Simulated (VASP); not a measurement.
# GaN in VASP: single point with PBE

Aim: the single point of GaN with PBE.

Everything below comes from runs of VASP 6.6.1. Logs are shortened: lines on timing, memory, paths and dates and some standing lists are left out, and cuts for length are marked.

## (1) The cell of the first run

The cell holds a wire or tube with vacuum around it, 12 atoms: a = 11.800 Å, b = 12.500 Å, c = 7.878 Å, α = 90.00°, β = 90.00°, γ = 90.00°.

## (2) Single point, PBE, collinear spin, ferromagnetic start

The input, INCAR:

```
ALGO = Normal
EDIFF = 1E-6
ENCUT = 520
GGA = PE
ISIF = 2
ISMEAR = 0
ISPIN = 2
LASPH = T
LCHARG = F
LORBIT = 11
LREAL = F
LWAVE = F
MAGMOM = 0.3 0.3 0.3 0.3 0.3 0.3 0.3 0.3 0.3 0.3 0.3 0.3
NBANDS = 70
NELM = 150
PREC = Accurate
SIGMA = 0.05
```

The input, KPOINTS:

```
k-points
0
Gamma
  1 1 4
```

The input, POSCAR:

```
GaN
1.0
   11.8000000000      0.0000000000      0.0000000000
    0.0000000000     12.5000000000      0.0000000000
    0.0000000000      0.0000000000      7.8781932187
Ga N
6 6
Direct
    0.6180238103      0.5000000000      0.0000000000
    0.4606587299      0.5000000000      0.3333333333
    0.3819761897      0.3713496435      0.0000000000
    0.5393412701      0.6286503565      0.6666666667
    0.3819761897      0.6286503565      0.0000000000
    0.5393412701      0.3713496435      0.6666666667
    0.6180238103      0.5000000000      0.2500000000
    0.4606587299      0.5000000000      0.5833333333
    0.3819761897      0.3713496435      0.2500000000
    0.5393412701      0.6286503565      0.9166666667
    0.3819761897      0.6286503565      0.2500000000
    0.5393412701      0.3713496435      0.9166666667
```

Potentials or basis: VASP PAW PBE potentials, release 64 (Ga_d, N).

On the command line:

```sh
$ cat potpaw_PBE.64/Ga_d/POTCAR potpaw_PBE.64/N/POTCAR > POTCAR
$ mpirun -np 1 vasp_std > vasp.out
```

OUTCAR:

```text
EDIFF = 1E-6
   ENCUT = 520
   GGA = PE
   ISIF = 2
   ISMEAR = 0
   ISPIN = 2
   LASPH = T
   LORBIT = 11
   LREAL = F
   NELM = 150
   PREC = Accurate

 ion  position               nearest neighbor table
   1  0.618  0.500  0.000-  10 1.97  12 1.97   7 1.97
   2  0.461  0.500  0.333-   7 1.97   9 1.97  11 1.97   8 1.97
   3  0.382  0.371  0.000-  12 1.97   9 1.97
   4  0.539  0.629  0.667-   8 1.97  10 1.97
   5  0.382  0.629  0.000-  10 1.97  11 1.97
   6  0.539  0.371  0.667-   8 1.97  12 1.97
   7  0.618  0.500  0.250-   2 1.97   1 1.97
   8  0.461  0.500  0.583-   4 1.97   6 1.97   2 1.97
   9  0.382  0.371  0.250-   2 1.97   3 1.97
  10  0.539  0.629  0.917-   5 1.97   1 1.97   4 1.97
  11  0.382  0.629  0.250-   2 1.97   5 1.97
  12  0.539  0.371  0.917-   3 1.97   1 1.97   6 1.97

  LATTYP: Found a simple orthorhombic cell.
 ALAT       =     7.8781932187
 B/A-ratio  =     1.4978053562
 C/A-ratio  =     1.5866582163

  Lattice vectors:

 A1 = (   0.0000000000,   0.0000000000,   7.8781932187)
 A2 = (  11.8000000000,   0.0000000000,   0.0000000000)
 A3 = (   0.0000000000,  12.5000000000,   0.0000000000)

Analysis of symmetry for initial positions (statically):
=====================================================================
 Subroutine PRICEL returns:
 Original cell was already a primitive cell.

 Routine SETGRP: Setting up the symmetry group for a
 simple orthorhombic supercell.

 Subroutine GETGRP returns: Found  2 space group operations
 (whereof  2 operations were pure point group operations)
 out of a pool of  8 trial point group operations.

The static configuration has the point symmetry C_1h.

Analysis of symmetry for dynamics (positions and initial velocities):
=====================================================================
 Subroutine PRICEL returns:
 Original cell was already a primitive cell.

 Routine SETGRP: Setting up the symmetry group for a
 simple orthorhombic supercell.

 Subroutine GETGRP returns: Found  2 space group operations
 (whereof  2 operations were pure point group operations)
 out of a pool of  8 trial point group operations.

The dynamic configuration has the point symmetry C_1h.

Analysis of structural, dynamic, and magnetic symmetry:
=====================================================================
 Subroutine PRICEL returns:
 Original cell was already a primitive cell.

 Routine SETGRP: Setting up the symmetry group for a
 simple orthorhombic supercell.

 Subroutine GETGRP returns: Found  2 space group operations
 (whereof  2 operations were pure point group operations)
 out of a pool of  8 trial point group operations.

The overall configuration has the point symmetry C_1h.

 Subroutine INISYM returns: Found  2 space group operations
 (whereof  2 operations are pure point group operations),
 and found     1 'primitive' translations

----------------------------------------------------------------------------------------

                                     Primitive cell

  volume of cell :    1162.0335

  direct lattice vectors                    reciprocal lattice vectors
    11.800000000  0.000000000  0.000000000     0.084745763  0.000000000  0.000000000
     0.000000000 12.500000000  0.000000000     0.000000000  0.080000000  0.000000000
     0.000000000  0.000000000  7.878193219     0.000000000  0.000000000  0.126932657

  length of vectors
    11.800000000 12.500000000  7.878193219     0.084745763  0.080000000  0.126932657

  position of ions in fractional coordinates (direct lattice)
     0.618023810  0.500000000  0.000000000
     0.460658730  0.500000000  0.333333333
     0.381976190  0.371349643  0.000000000
     0.539341270  0.628650357  0.666666667
     0.381976190  0.628650357  0.000000000
     0.539341270  0.371349643  0.666666667
[... 62 lines left out ...]
   PREC   = accura    normal or accurate (medium, high low for compatibility)
   ISTART =      0    job   : 0-new  1-cont  2-samecut
   ICHARG =      2    charge: 1-file 2-atom 10-const
   ISPIN  =      2    spin polarized calculation?
   LNONCOLLINEAR =      F non collinear calculations
   LSORBIT =      F    spin-orbit coupling
   LASPH  =      T    aspherical Exc in radial PAW
   ENCUT  =  520.0 eV  38.22 Ry    6.18 a.u.  21.94 23.24 14.65*2*pi/ulx,y,z
   NELM   =    150;   NELMIN=  2; NELMDL= -5     # of ELM steps
   EDIFF  = 0.1E-05   stopping-criterion for ELM
   LREAL  =      F    real-space projection
   EDIFFG = 0.1E-04   stopping-criterion for IOM
   NSW    =      0    number of steps for IOM
   IBRION =     -1    ionic relax: 0-MD 1-quasi-New 2-CG
   NFREE  =      0    steps in history (QN), initial steepest desc. (CG)
   ISIF   =      2    stress and relaxation
   ISYM   =      2    0-nonsym 1-usesym 2-fastsym
   POTIM  = 0.5000    time-step for ionic-motion
   TEBEG  =    0.0;   TEEND  =   0.0 temperature during run
   PSTRESS=    0.0 pullay stress
   NELECT =     108.0000    total number of electrons
   NUPDOWN=      -1.0000    fix difference up-down
   EMIN   =  10.00;   EMAX   =-10.00  energy-range for DOS
   EFERMI =   0.00;   METHOD = LEGACY
   ISMEAR =     0;   SIGMA  =   0.05  broadening in eV -4-tet -1-fermi 0-gaus
   EFERMI_NEDOS =   21; number of points for ismear=-14 and -15
   IALGO  =     38    algorithm
   IMIX   =      4    mixing-type and parameters
     AMIX     =   0.40;   BMIX     =  1.00
     AMIX_MAG =   1.60;   BMIX_MAG =  1.00
  volume/ion in A,a.u.               =      96.84       653.48
  Fermi-wavevector in a.u.,A,eV,Ry     =   0.741555  1.401335  7.481890  0.549903
  Thomas-Fermi vector in A             =   1.836223
   LORBIT       =     11    0 simple, 1 ext, 2 COOP (PROOUT), +10 PAW based schemes
   GGA     = PE    functional components
   LHFCALC =     F    Hartree Fock is set to
   AEXX    =    0.0000 exact exchange contribution
   IVDW    =     0    specifies the selected vdW correction
   LEPSILON=     F    determine dielectric tensor
   LRPA    =     F    only Hartree local field effects (RPA)
 spin polarized calculation
 Gauss-broadening in eV      SIGMA  =   0.05
  energy-cutoff  :      520.00
  volume of cell :     1162.03
 maximum number of plane-waves:     31317
 NGX is ok and might be reduce to    90
   NGX = 43   NGY = 47   NGZ = 29

 number of electron     107.9999943 magnetization       4.0026033

 Free energy of the ion-electron system (eV)
  ---------------------------------------------------
  ext. energy  EPLUGINS =         0.00000000
  ---------------------------------------------------
  free energy    TOTEN  =       -53.83631424 eV

  energy without entropy =      -53.83511541  energy(sigma->0) =      -53.83571482

 E-fermi :  -3.5621     XC(G=0):  -2.6570

 val. band max:       -3.6450630025   @ k =   0.0000   0.0000   0.2500
 cond. band min:      -3.4850659336   @ k =   0.0000   0.0000   0.0000
 fundamental gap:      0.1599970689
 Fermi energy:        -3.5620529456

 spin component 1

 k-point     1 :       0.0000    0.0000    0.0000
  band No.  band energies     occupation
      1     -19.0554      1.00000
      2     -19.0432      1.00000
      3     -18.9674      1.00000
      4     -18.6765      1.00000
      5     -18.6263      1.00000
      6     -18.6123      1.00000
[... 196 lines left out ...]
     65       1.1546      0.00000
     66       1.2607      0.00000
 Fermi energy:        -3.5620529456

 spin component 2

 k-point     1 :       0.0000    0.0000    0.0000
  band No.  band energies     occupation
      1     -19.0012      1.00000
      2     -18.9947      1.00000
      3     -18.8735      1.00000
      4     -18.3630      1.00000
      5     -18.3420      1.00000
      6     -18.2769      1.00000
[... 196 lines left out ...]
     65       1.2878      0.00000
     66       1.4367      0.00000
 [bands above 66 left out]

------------------------ aborting loop because EDIFF is reached ----------------------------------------

  FORCE on cell =-STRESS in cart. coord.  units (eV):
  Direction    XX          YY          ZZ          XY          YZ          ZX
  --------------------------------------------------------------------------------------
  -------------------------------------------------------------------------------------
  Total       -6.5074460     -5.4578901     -9.4085883      0.0000000      0.0000000      0.1608732
  in kB       -8.9722735     -7.5251771    -12.9722825      0.0000000      0.0000000      0.2218072
  external PRESSURE =      -9.8232444 kB  Pullay stress =       0.0000000 kB

 VOLUME and BASIS-vectors are now :
 -----------------------------------------------------------------------------
  energy-cutoff  :      520.00
  volume of cell :     1162.03
      direct lattice vectors                 reciprocal lattice vectors
    11.800000000  0.000000000  0.000000000     0.084745763  0.000000000  0.000000000
     0.000000000 12.500000000  0.000000000     0.000000000  0.080000000  0.000000000
     0.000000000  0.000000000  7.878193219     0.000000000  0.000000000  0.126932657

 POSITION                                       TOTAL-FORCE (eV/Angst)
 -----------------------------------------------------------------------------------
      7.29268      6.25000      0.00000        -1.550164      0.000000      1.266251
      5.43577      6.25000      2.62606        -0.115096      0.000000     -0.097608
      4.50732      4.64187      0.00000         1.058442      0.358912      1.274502
      6.36423      7.85813      5.25213        -1.014475     -1.114873      1.085326
      4.50732      7.85813      0.00000         1.058442     -0.358912      1.274502
      6.36423      4.64187      5.25213        -1.014475      1.114873      1.085326
      7.29268      6.25000      1.96955        -0.036291      0.000000     -0.772957
      5.43577      6.25000      4.59561         1.530208      0.000000     -0.616935
      4.50732      4.64187      1.96955        -0.085750      0.210134     -1.014387
      6.36423      7.85813      7.22168         0.127456      0.013972     -1.234816
      4.50732      7.85813      1.96955        -0.085750     -0.210134     -1.014387
      6.36423      4.64187      7.22168         0.127456     -0.013972     -1.234816
 -----------------------------------------------------------------------------------
    total drift:                               -0.002018     -0.000000     -0.002008

  FREE ENERGIE OF THE ION-ELECTRON SYSTEM (eV)
  ---------------------------------------------------
  free  energy   TOTEN  =       -53.8363142378 eV

  energy  without entropy=      -53.8351154099  energy(sigma->0) =      -53.83571482

 total charge

# of ion       s       p       d       tot
------------------------------------------
    1        0.871   0.689  10.078  11.638
    2        0.792   0.850  10.139  11.781
    3        0.960   0.563  10.016  11.540
    4        0.969   0.556  10.018  11.543
    5        0.960   0.563  10.016  11.540
    6        0.969   0.556  10.018  11.543
    7        1.304   2.191   0.000   3.496
    8        1.286   2.308   0.000   3.595
    9        1.308   2.184   0.000   3.491
   10        1.278   2.321   0.000   3.599
   11        1.308   2.184   0.000   3.491
   12        1.278   2.321   0.000   3.599
--------------------------------------------------
tot         13.284  17.286  60.286  90.856

 magnetization (x)

# of ion       s       p       d       tot
------------------------------------------
    1       -0.005   0.035   0.012   0.042
    2       -0.016  -0.036   0.037  -0.015
    3       -0.001   0.009   0.009   0.016
    4        0.045   0.050   0.003   0.099
    5       -0.001   0.009   0.009   0.016
    6        0.045   0.050   0.003   0.099
    7        0.018   0.720   0.000   0.738
    8        0.003   0.106   0.000   0.109
    9        0.017   0.665   0.000   0.682
   10        0.002   0.056   0.000   0.058
   11        0.017   0.665   0.000   0.682
   12        0.002   0.056   0.000   0.058
--------------------------------------------------
tot          0.128   2.385   0.074   2.586
```

Wall time 44 min (1 thread of Oxide Virtual Turin-like, shared host); peak memory 1.5 GiB.

What came out:

```yaml
Free_energy: -53.8363 eV
Largest_force: 2.002 eV/Å
Band_gap_on_the_k_mesh: 0.16 eV (least direct gap 0.18 eV)
Net_moment: 4.00 μB per cell
Site_moments: Ga +0.04, -0.01, +0.02, +0.10 (each value once); N +0.74, +0.11, +0.68, +0.06 (each value once) μB
Valence_electrons_inside_the_program's_atomic_spheres: Ga 11.64, 11.78, 11.54 (each value once); N 3.50, 3.60, 3.49 (each value once)
```

Forces on the atoms (eV/Å):
```
Ga  -1.550  0.000  1.266
Ga  -0.115  0.000 -0.098
Ga   1.058  0.359  1.275
Ga  -1.014 -1.115  1.085
Ga   1.058 -0.359  1.275
Ga  -1.014  1.115  1.085
N   -0.036  0.000 -0.773
N    1.530  0.000 -0.617
N   -0.086  0.210 -1.014
N    0.127  0.014 -1.235
N   -0.086 -0.210 -1.014
N    0.127 -0.014 -1.235
```

Levels at points of the mesh, in eV from the valence-band top:
Spin up:
```tsv
k point	band 52	band 53	band 54	band 55	band 56	band 57	band 58	band 59	band 60	band 61
(0.00, 0.00, 0.00)	-1.19	-1.17	-0.86	-0.40	-0.03	0.26	0.48	1.24	2.36	2.69
(0.00, 0.00, 0.50)	-1.19	-1.17	-0.91	-0.31	-0.20	0.17	0.51	1.25	2.23	2.71
```
Spin down:
| k point | band 49 | band 50 | band 51 | band 52 | band 53 | band 54 | band 55 | band 56 |
| --- | --- | --- | --- | --- | --- | --- | --- | --- |
| (0.00, 0.00, 0.00) | -0.97 | -0.74 | -0.60 | -0.03 | 0.16 | 0.20 | 0.44 | 0.55 |
| (0.00, 0.00, 0.50) | -0.94 | -0.89 | -0.68 | -0.01 | 0.26 | 0.32 | 0.40 | 0.49 |
